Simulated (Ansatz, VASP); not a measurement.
**YHg in VASP and in Ansatz**

Contents of INCAR:

```
PREC     = Accurate       # precision mode
ENCUT    = 520            # plane-wave cutoff, eV
EDIFF    = 1E-8           # SCF threshold, eV
ISMEAR   = -1             # smearing method
SIGMA    = 0.08           # smearing width, eV
LREAL    = False          # projectors in reciprocal space
LASPH    = True           # aspherical terms in the spheres
NELM     = 80             # most SCF steps
ALGO     = Normal         # electronic algorithm
ISIF     = 2              # what is computed and relaxed
LWAVE    = False          # write WAVECAR
LCHARG   = False          # write CHGCAR
GGA      = CA             # functional
LEFG     = True         
NBANDS   = 18             # bands
```

KPOINTS

```
Automatic mesh
0
Gamma
  11 11 11
```

Contents of POSCAR:

```
YHg
1.0
    3.6820000000     -0.0368200000     -0.0368200000
   -0.0368200000      3.6820000000     -0.0368200000
   -0.0368200000     -0.0368200000      3.6820000000
Y Hg
1 1
Direct
    0.5000000000      0.5000000000      0.5000000000
    0.0000000000      0.0000000000      0.0000000000
```

Input for Ansatz:

```yaml
crystal:
  lattice:
    - [3.682, -0.03682, -0.03682]
    - [-0.03682, 3.682, -0.03682]
    - [-0.03682, -0.03682, 3.682]
  atoms:
    - { symbol: "Y", position: [0.5, 0.5, 0.5] }
    - { symbol: Hg, position: [0.0, 0.0, 0.0] }
kpoints:
  mp_grid: { grid: [11, 11, 11] }
scf:
  occupations: { method: fermi_dirac, width: 0.08 }
hamiltonian:
  xc: lda
  pseudopotentials: { kind: all_electron, datasets: crystal }
output:
  forces: true
  stress: true
  eigenvalues: true
  efg: { contact_densities: true }
```

Change from the starting cell: equal xy, yz and zx shear strains of -2 %, crystal datasets.

Alike in both runs: task electric field gradients; functional LDA; k mesh 11 × 11 × 11; occupations fermi-dirac, width 0.08 eV; no spin polarisation.

```csv
,VASP,Ansatz
version,VASP 6.6.1,Ansatz 0.2.0
potentials or method,"VASP PAW LDA potentials, release 64 (Y_sv, Hg), cutoff 520 eV","all-electron PAW with datasets made for the crystal, scalar-relativistic"
```

Ansatz gave:

| Item | Value |
| --- | --- |
| pressure (GPa) | -3.4 |
| traceless stress, the component that is largest in VASP (GPa) | 0.73 |
| size of Vzz on the site where it differs most (V/Å²) | 11.7 |

Problem. What did VASP give for the same quantities?

Solution. Pressure (GPa): -3.2; traceless stress, the component that is largest in VASP (GPa): 0.75; size of Vzz on the site where it differs most (V/Å²): 0.6.

LDA's correlation is that of Perdew and Zunger in VASP and of Perdew and Wang (1992) in Ansatz. Ansatz ran all-electron here, and VASP with PAW potentials.

Spin-orbit coupling is off throughout.
